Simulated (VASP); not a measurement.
# WSe2 (P6_3/mmc) in VASP: single point with PBE+D3(BJ)

Aim: the single point of WSe2 with PBE+D3(BJ).

Program: VASP 6.6.1. These are calculated values, not measurements. Logs are shortened: lines on timing, memory, paths and dates and some standing lists are left out, and cuts for length are marked.

**What was measured.**

From “Time-resolved XUV ARPES with tunable 24–33 eV laser pulses at 30 meV resolution”, 2019, pmc:6684652, for a bulk crystal of WSe2: band gap 1.3 eV (indirect).

The results are compared with them further down.

### 1 The cell of the first run

The structure is hexagonal, space group P6_3/mmc (No. 194). Conventional cell: a = 3.279 Å, b = 3.279 Å, c = 12.789 Å, α = 90.00°, β = 90.00°, γ = 120.00°. Within 3.3 Å of W (site symmetry -6m2) lie 6 Se at 2.53 Å and 6 W at 3.28 Å. Within 3.4 Å of Se (site symmetry 3m) lie 3 W at 2.53 Å and 7 Se at 3.28 to 3.37 Å.

### 2 Single point, PBE+D3(BJ)

Input file INCAR:

```
SYSTEM = WSe2
PREC     = Accurate       ! precision mode
ENCUT    = 520            ! plane-wave cutoff, eV
EDIFF    = 1E-7           ! SCF threshold, eV
ISMEAR   = 0              ! smearing method
SIGMA    = 0.01           ! smearing width, eV
LREAL    = Auto         
LASPH    = .True.         ! aspherical terms in the spheres
NELM     = 80             ! most SCF steps
ALGO     = Normal         ! electronic algorithm
ISIF     = 2              ! what is computed and relaxed
LWAVE    = .False.        ! write WAVECAR
LCHARG   = .False.        ! write CHGCAR
GGA      = PE             ! functional
IVDW     = 12             ! dispersion correction
NBANDS   = 209            ! bands
KPAR     = 2            
NCORE    = 2
```

Input file KPOINTS:

```
Automatic mesh
0
Gamma
  2 2 2
  0 0 0
```

Input file POSCAR:

```
WSe2
1.0
   -1.6395078583     -8.5191327297      0.0000000000
   -6.5580314330      5.6794218198      0.0000000000
    0.0000000000      0.0000000000    -12.7885054129
W Se
14 28
Direct
    0.6666666667      0.3333333333      0.7500000000
    0.5238095238      0.6190476190      0.7500000000
    0.3809523810      0.9047619048      0.7500000000
    0.2380952381      0.1904761905      0.7500000000
    0.0952380952      0.4761904762      0.7500000000
    0.9523809524      0.7619047619      0.7500000000
    0.8095238095      0.0476190476      0.7500000000
    0.6190476190      0.0952380952      0.2500000000
    0.4761904762      0.3809523810      0.2500000000
    0.3333333333      0.6666666667      0.2500000000
    0.1904761905      0.9523809524      0.2500000000
    0.0476190476      0.2380952381      0.2500000000
    0.9047619048      0.5238095238      0.2500000000
    0.7619047619      0.8095238095      0.2500000000
    0.6666666667      0.3333333333      0.3817115429
    0.5238095238      0.6190476190      0.3817115429
    0.3809523810      0.9047619048      0.3817115429
    0.2380952381      0.1904761905      0.3817115429
    0.0952380952      0.4761904762      0.3817115429
    0.9523809524      0.7619047619      0.3817115429
    0.8095238095      0.0476190476      0.3817115429
    0.6190476190      0.0952380952      0.8817115429
    0.4761904762      0.3809523810      0.8817115429
    0.3333333333      0.6666666667      0.8817115429
    0.1904761905      0.9523809524      0.8817115429
    0.0476190476      0.2380952381      0.8817115429
    0.9047619048      0.5238095238      0.8817115429
    0.7619047619      0.8095238095      0.8817115429
    0.6666666667      0.3333333333      0.1182884571
    0.5238095238      0.6190476190      0.1182884571
    0.3809523810      0.9047619048      0.1182884571
    0.2380952381      0.1904761905      0.1182884571
    0.0952380952      0.4761904762      0.1182884571
    0.9523809524      0.7619047619      0.1182884571
    0.8095238095      0.0476190476      0.1182884571
    0.6190476190      0.0952380952      0.6182884571
    0.4761904762      0.3809523810      0.6182884571
    0.3333333333      0.6666666667      0.6182884571
    0.1904761905      0.9523809524      0.6182884571
    0.0476190476      0.2380952381      0.6182884571
    0.9047619048      0.5238095238      0.6182884571
    0.7619047619      0.8095238095      0.6182884571
```

Potentials or basis: VASP PAW PBE potentials, release 64 (W_sv, Se).

Launch:

```bash
$ cat potpaw_PBE.64/W_sv/POTCAR potpaw_PBE.64/Se/POTCAR > POTCAR
$ mpirun -np 4 vasp_std > vasp.out
```

OUTCAR:

```text
SYSTEM = WSe2
   PREC = Accurate
   ENCUT = 520
   EDIFF = 1E-7
   ISMEAR = 0
   LREAL = Auto
   LASPH = .True.
   NELM = 80
   ISIF = 2
   GGA = PE
   IVDW = 12
 IVDW          = 12

 ion  position               nearest neighbor table
   1  0.667  0.333  0.750-  22 2.53  36 2.53  27 2.53  41 2.53  37 2.53  23 2.53   5 3.28   7 3.28
                             3 3.28   2 3.28   6 3.28   4 3.28
   2  0.524  0.619  0.750-  23 2.53  37 2.53  28 2.53  42 2.53  38 2.53  24 2.53   4 3.28   1 3.28
                             6 3.28   7 3.28   3 3.28   5 3.28
   3  0.381  0.905  0.750-  22 2.53  36 2.53  24 2.53  38 2.53  25 2.53  39 2.53   7 3.28   1 3.28
                             4 3.28   6 3.28   2 3.28   5 3.28
   4  0.238  0.190  0.750-  26 2.53  40 2.53  39 2.53  25 2.53  23 2.53  37 2.53   2 3.28   3 3.28
                             5 3.28   7 3.28   6 3.28   1 3.28
   5  0.095  0.476  0.750-  27 2.53  41 2.53  40 2.53  26 2.53  24 2.53  38 2.53   1 3.28   6 3.28
                             4 3.28   7 3.28   2 3.28   3 3.28
   6  0.952  0.762  0.750-  28 2.53  42 2.53  41 2.53  27 2.53  25 2.53  39 2.53   5 3.28   7 3.28
                             2 3.28   3 3.28   1 3.28   4 3.28
   7  0.810  0.048  0.750-  22 2.53  36 2.53  28 2.53  42 2.53  40 2.53  26 2.53   1 3.28   3 3.28
                             6 3.28   4 3.28   5 3.28   2 3.28
   8  0.619  0.095  0.250-  17 2.53  31 2.53  29 2.53  15 2.53  21 2.53  35 2.53  11 3.28  10 3.28
                            14 3.28  12 3.28   9 3.28  13 3.28
   9  0.476  0.381  0.250-  16 2.53  30 2.53  18 2.53  32 2.53  15 2.53  29 2.53  14 3.28  10 3.28
[... 46 lines left out ...]
 A1 = (  -1.6395078583,  -8.5191327297,   0.0000000000)
 A2 = (  -6.5580314330,   5.6794218198,   0.0000000000)
 A3 = (   0.0000000000,   0.0000000000, -12.7885054129)

Analysis of symmetry for initial positions (statically):
=====================================================================
 Subroutine PRICEL returns following result:

  LATTYP: Found a hexagonal cell.
 ALAT       =     3.2790157150
 C/A-ratio  =     3.9001049474

  Lattice vectors:

 A1 = (   1.6395078583,   2.8397109082,   0.0000000000)
 A2 = (   1.6395078582,  -2.8397109093,   0.0000000000)
 A3 = (   0.0000000000,   0.0000000000, -12.7885054129)

   7 primitive cells build up your supercell.

 Routine SETGRP: Setting up the symmetry group for a
 hexagonal supercell.

 Subroutine GETGRP returns: Found 12 space group operations
 (whereof  6 operations were pure point group operations)
 out of a pool of 24 trial point group operations.

The static configuration has the point symmetry S_6 .
 The point group associated with its full space group is C_6h.

Analysis of symmetry for dynamics (positions and initial velocities):
=====================================================================
 Subroutine PRICEL returns following result:

  LATTYP: Found a hexagonal cell.
 ALAT       =     3.2790157150
 C/A-ratio  =     3.9001049474

  Lattice vectors:

 A1 = (   1.6395078583,   2.8397109082,   0.0000000000)
 A2 = (   1.6395078582,  -2.8397109093,   0.0000000000)
 A3 = (   0.0000000000,   0.0000000000, -12.7885054129)

   7 primitive cells build up your supercell.

 Routine SETGRP: Setting up the symmetry group for a
 hexagonal supercell.

 Subroutine GETGRP returns: Found 12 space group operations
 (whereof  6 operations were pure point group operations)
 out of a pool of 24 trial point group operations.

The dynamic configuration has the point symmetry S_6 .
 The point group associated with its full space group is C_6h.

 Subroutine INISYM returns: Found 12 space group operations
 (whereof  6 operations are pure point group operations),
 and found     7 'primitive' translations

----------------------------------------------------------------------------------------

                                     Primitive cell

  volume of cell :     119.0796

  direct lattice vectors                    reciprocal lattice vectors
     1.639507858  2.839710908  0.000000000     0.304969566  0.176074261  0.000000000
     1.639507858 -2.839710909  0.000000000     0.304969566 -0.176074261  0.000000000
     0.000000000  0.000000000-12.788505413     0.000000000  0.000000000 -0.078195220

  length of vectors
     3.279015715  3.279015716 12.788505413     0.352148522  0.352148522  0.078195220

  position of ions in fractional coordinates (direct lattice)
     0.333333333  0.666666667  0.750000000
     0.666666666  0.333333334  0.250000000
     0.333333333  0.666666667  0.381711543
     0.666666666  0.333333334  0.881711543
     0.333333333  0.666666667  0.118288457
     0.666666666  0.333333334  0.618288457

  ion indices of the primitive-cell ions
   primitive index   ion index
                 1           1
                 2           9
                 3          15
                 4          23
                 5          29
                 6          37

----------------------------------------------------------------------------------------

 KPOINTS: Automatic mesh

Automatic generation of k-mesh.
 Grid dimensions read from file:
 generate k-points for:    2    2    2

 Generating k-lattice:

  Cartesian coordinates                     Fractional coordinates (reciprocal lattice)
    -0.043567081 -0.050306932  0.000000000     0.500000000 -0.000000000  0.000000000
    -0.065350621  0.012576733  0.000000000    -0.000000000  0.500000000  0.000000000
     0.000000000  0.000000000 -0.039097610     0.000000000  0.000000000  0.500000000

  Length of vectors
     0.066549815  0.066549815  0.039097610

  Shift w.r.t. Gamma in fractional coordinates (k-lattice)
     0.000000000  0.000000000  0.000000000

 Subroutine IBZKPT returns following result:
 ===========================================

 Found      4 irreducible k-points:

 Following reciprocal coordinates:
            Coordinates               Weight
  0.000000  0.000000  0.000000      1.000000
  0.500000 -0.000000  0.000000      3.000000
  0.000000  0.000000  0.500000      1.000000
  0.500000 -0.000000  0.500000      3.000000
   k-points           NKPTS =      4   k-points in BZ     NKDIM =      4   number of bands    NBANDS=    209
   number of dos      NEDOS =    301   number of ions     NIONS =     42
   total plane-waves  NPLWV = 470400
   dimension x,y,z NGX =    70 NGY =   70 NGZ =   96
   dimension x,y,z NGXF=   140 NGYF=  140 NGZF=  192
   ions per type =              14  28
   NGX,Y,Z   is equivalent  to a cutoff of  13.41, 13.41, 12.48 a.u.
   NGXF,Y,Z  is equivalent  to a cutoff of  26.83, 26.83, 24.96 a.u.
 SYSTEM =  WSe2
   PREC   = accura    normal or accurate (medium, high low for compatibility)
   ISTART =      0    job   : 0-new  1-cont  2-samecut
   ICHARG =      2    charge: 1-file 2-atom 10-const
   ISPIN  =      1    spin polarized calculation?
   LNONCOLLINEAR =      F non collinear calculations
   LSORBIT =      F    spin-orbit coupling
   LASPH  =      T    aspherical Exc in radial PAW
   ENCUT  =  520.0 eV  38.22 Ry    6.18 a.u.  16.13 16.13 23.78*2*pi/ulx,y,z
   NELM   =     80;   NELMIN=  2; NELMDL= -5     # of ELM steps
   EDIFF  = 0.1E-06   stopping-criterion for ELM
   LREAL  =      T    real-space projection
   EDIFFG = 0.1E-05   stopping-criterion for IOM
   NSW    =      0    number of steps for IOM
   IBRION =     -1    ionic relax: 0-MD 1-quasi-New 2-CG
   NFREE  =      0    steps in history (QN), initial steepest desc. (CG)
   ISIF   =      2    stress and relaxation
   ISYM   =      2    0-nonsym 1-usesym 2-fastsym
   POTIM  = 0.5000    time-step for ionic-motion
   TEBEG  =    0.0;   TEEND  =   0.0 temperature during run
   PSTRESS=    0.0 pullay stress
   NELECT =     364.0000    total number of electrons
   NUPDOWN=      -1.0000    fix difference up-down
   EMIN   =  10.00;   EMAX   =-10.00  energy-range for DOS
   EFERMI =   0.00;   METHOD = LEGACY
   ISMEAR =     0;   SIGMA  =   0.01  broadening in eV -4-tet -1-fermi 0-gaus
   EFERMI_NEDOS =   21; number of points for ismear=-14 and -15
   IALGO  =     38    algorithm
   IMIX   =      4    mixing-type and parameters
     AMIX     =   0.40;   BMIX     =  1.00
     AMIX_MAG =   1.60;   BMIX_MAG =  1.00
  volume/ion in A,a.u.               =      19.85       133.93
  Fermi-wavevector in a.u.,A,eV,Ry     =   1.242024  2.347086 20.988683  1.542625
  Thomas-Fermi vector in A             =   2.376397
   LORBIT       =      0    0 simple, 1 ext, 2 COOP (PROOUT), +10 PAW based schemes
   GGA     = PE    functional components
   LHFCALC =     F    Hartree Fock is set to
   AEXX    =    0.0000 exact exchange contribution
   IVDW    =    12    specifies the selected vdW correction
   LEPSILON=     F    determine dielectric tensor
   LRPA    =     F    only Hartree local field effects (RPA)
 non-spin polarized calculation
 Gauss-broadening in eV      SIGMA  =   0.01
  energy-cutoff  :      520.00
  volume of cell :      833.56
 maximum number of plane-waves:     22504
 NGX is ok and might be reduce to    70
   NGX = 33   NGY = 33   NGZ = 47

 number of electron     363.9999983 magnetization

 Free energy of the ion-electron system (eV)
  ---------------------------------------------------
  ext. energy  EPLUGINS =         0.00000000
  ---------------------------------------------------
  free energy    TOTEN  =      -301.52626927 eV

  energy without entropy =     -301.52626927  energy(sigma->0) =     -301.52626927

 E-fermi :   6.6526     XC(G=0): -10.8972

 val. band max:        6.5248054374   @ k =   0.0000   0.0000   0.0000
 cond. band min:       7.6870087429   @ k =   0.0000   0.0000   0.0000
 fundamental gap:      1.1622033055
 Fermi energy:         6.6525535889

 k-point     1 :       0.0000    0.0000    0.0000
  band No.  band energies     occupation
      1     -67.8225      2.00000
      2     -67.8225      2.00000
      3     -67.8131      2.00000
      4     -67.8131      2.00000
      5     -67.8131      2.00000
      6     -67.8131      2.00000
[... 777 lines left out ...]
    193       8.2793      0.00000
    194       8.2793      0.00000
 [bands above 194 left out]

------------------------ aborting loop because EDIFF is reached ----------------------------------------

 Edisp (eV)  -19.97018

 E6    (eV) :   -11.0628

 E8    (eV) :    -8.9074

  FORCE on cell =-STRESS in cart. coord.  units (eV):
  Direction    XX          YY          ZZ          XY          YZ          ZX
  --------------------------------------------------------------------------------------
  -------------------------------------------------------------------------------------
  Total       1.76159     1.76159     1.99832     0.00000     0.00000     0.00000
  in kB       3.38594     3.38594     3.84096     0.00000     0.00000     0.00000
  external pressure =        3.54 kB  Pullay stress =        0.00 kB

 VOLUME and BASIS-vectors are now :
 -----------------------------------------------------------------------------
  energy-cutoff  :      520.00
  volume of cell :      833.56
      direct lattice vectors                 reciprocal lattice vectors
    -1.639507858 -8.519132730  0.000000000    -0.087134162 -0.100613863  0.000000000
    -6.558031433  5.679421820  0.000000000    -0.130701243  0.025153466  0.000000000
     0.000000000  0.000000000-12.788505413     0.000000000  0.000000000 -0.078195220

 POSITION                                       TOTAL-FORCE (eV/Angst)
 -----------------------------------------------------------------------------------
     -3.27902     -3.78628     -9.59138         0.000000      0.000000      0.000000
     -4.91852     -0.94657     -9.59138         0.000000      0.000000      0.000000
     -6.55803      1.89314     -9.59138         0.000000      0.000000      0.000000
     -1.63951     -0.94657     -9.59138        -0.000000      0.000000      0.000000
     -3.27902      1.89314     -9.59138         0.000000      0.000000      0.000000
     -6.55803     -3.78628     -9.59138         0.000000      0.000000      0.000000
[... 34 lines left out ...]
     -4.91852     -4.73285     -7.90699        -0.000000      0.000000      0.049835
     -6.55803     -1.89314     -7.90699        -0.000000      0.000000      0.049835
 -----------------------------------------------------------------------------------
    total drift:                               -0.000000     -0.000000     -0.000000

  FREE ENERGIE OF THE ION-ELECTRON SYSTEM (eV)
  ---------------------------------------------------
  free  energy   TOTEN  =      -321.4964473217 eV

  energy  without entropy=     -321.4964473217  energy(sigma->0) =     -321.49644732
```

Wall time 21 min (4 MPI ranks of Oxide Virtual Turin-like, shared host); peak memory 0.63 GiB.

Results:

```yaml
Free_energy: -321.4964 eV
Pressure: 0.4 GPa
Largest_force: 0.050 eV/Å
Band_gap_on_the_k_mesh: 1.16 eV
Dispersion_energy_per_atom: -0.475 eV
```

Forces on the atoms (eV/Å):
```
W    0.000  0.000  0.000
W    0.000  0.000  0.000
W    0.000  0.000  0.000
W    0.000  0.000  0.000
W    0.000  0.000  0.000
W    0.000  0.000  0.000
W    0.000  0.000  0.000
W    0.000  0.000  0.000
W    0.000  0.000  0.000
W    0.000  0.000  0.000
W    0.000  0.000  0.000
W    0.000  0.000  0.000
W    0.000  0.000  0.000
W    0.000  0.000  0.000
Se   0.000  0.000 -0.050
Se   0.000  0.000 -0.050
Se   0.000  0.000 -0.050
Se   0.000  0.000 -0.050
Se   0.000  0.000 -0.050
Se   0.000  0.000 -0.050
Se   0.000  0.000 -0.050
Se   0.000  0.000 -0.050
Se   0.000  0.000 -0.050
Se   0.000  0.000 -0.050
Se   0.000  0.000 -0.050
Se   0.000  0.000 -0.050
Se   0.000  0.000 -0.050
Se   0.000  0.000 -0.050
Se   0.000  0.000  0.050
Se   0.000  0.000  0.050
Se   0.000  0.000  0.050
Se   0.000  0.000  0.050
Se   0.000  0.000  0.050
Se   0.000  0.000  0.050
Se   0.000  0.000  0.050
Se   0.000  0.000  0.050
Se   0.000  0.000  0.050
Se   0.000  0.000  0.050
Se   0.000  0.000  0.050
Se   0.000  0.000  0.050
Se   0.000  0.000  0.050
Se   0.000  0.000  0.050
```

Caveat: spin-orbit coupling is left out, which moves the levels of the heavy elements.

### 3 How close it comes

Step 2. Measured gap of WSe2: 1.3 eV (indirect; “Time-resolved XUV ARPES with tunable 24–33 eV laser pulses at 30 meV resolution”, 2019, pmc:6684652). This calculation gives 1.16 eV (-0.14 eV). Spin-orbit coupling on Se, W is left out. The value is that of PBE+D3(BJ) on a finite k mesh, which can miss the band edges, without temperature or zero-point motion. Semilocal functionals fall short of measured gaps as a rule.
